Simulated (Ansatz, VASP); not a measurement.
## AgCl: VASP beside Ansatz

File INCAR:

```
SYSTEM = AgCl
ALGO = Normal
EDIFF = 1E-6
ENCUT = 520
GGA = PE
ISIF = 2
ISMEAR = -1
LASPH = .True.
LCHARG = .False.
LREAL = .False.
LWAVE = .False.
NBANDS = 16
NELM = 80
PREC = Accurate
SIGMA = 0.02
```

File KPOINTS:

```
k-points
0
Gamma
  8 8 8
  0 0 0
```

POSCAR

```
AgCl
1.0
    0.0000000000      2.7731500000      2.8286130000
    2.7731500000      0.0000000000      2.8286130000
    2.7731500000      2.7731500000      0.0000000000
Ag Cl
1 1
Direct
    0.5000000000      0.5000000000      0.5000000000
    0.0000000000      0.0000000000      0.0000000000
```

Input for Ansatz:

```yaml
crystal:
  lattice:
    - [0.0, 2.77315, 2.828613]
    - [2.77315, 0.0, 2.828613]
    - [2.77315, 2.77315, 0.0]
  atoms:
    - { symbol: Ag, position: [0.5, 0.5, 0.5] }
    - { symbol: Cl, position: [0.0, 0.0, 0.0] }
kpoints:
  mp_grid: { grid: [8, 8, 8] }
  band_path:
    path:
      - [0.0, 0.0, 0.0]
      - [0.0, 0.5, 0.5]
      - [0.25, 0.75, 0.5]
      - [0.0, 0.5, 0.0]
      - [0.0, 0.0, 0.0]
      - [0.5, 0.5, 0.0]
      - [0.3701460977, 0.6298539023, 0.0]
      - [-0.3701460977, 0.3701460977, 0.0]
      - [0.0, 0.0, 0.0]
    npoints: 5
scf:
  occupations: { method: fermi_dirac, width: 0.02 }
hamiltonian:
  xc: pbe
  pseudopotentials: { kind: all_electron, lapw: { basis_error: 0.0005 } }
output:
  forces: true
  stress: true
  eigenvalues: true
```

Change from the starting cell: zz strain of +2 %.

Alike in both runs: task single point; functional PBE; k mesh 8 × 8 × 8; occupations fermi-dirac, width 0.02 eV; no spin polarisation.

|  | VASP | Ansatz |
| --- | --- | --- |
| version | VASP 6.6.1 | Ansatz 0.2.0 |
| potentials or method | VASP PAW PBE potentials, release 64 (Ag, Cl), cutoff 520 eV | all-electron LAPW, scalar-relativistic |

VASP gave:

```
gap on the k mesh at the Fermi level (eV)                     : 0.86
pressure (GPa)                                                : 0.6
traceless stress, the component that is largest in VASP (GPa) : -0.25
```

Q: Estimate Ansatz's values.

A: gap on the k mesh at the Fermi level (eV): 0.86; pressure (GPa): 0.7; traceless stress, the component that is largest in VASP (GPa): -0.26.

Ansatz ran all-electron here, and VASP with PAW potentials.
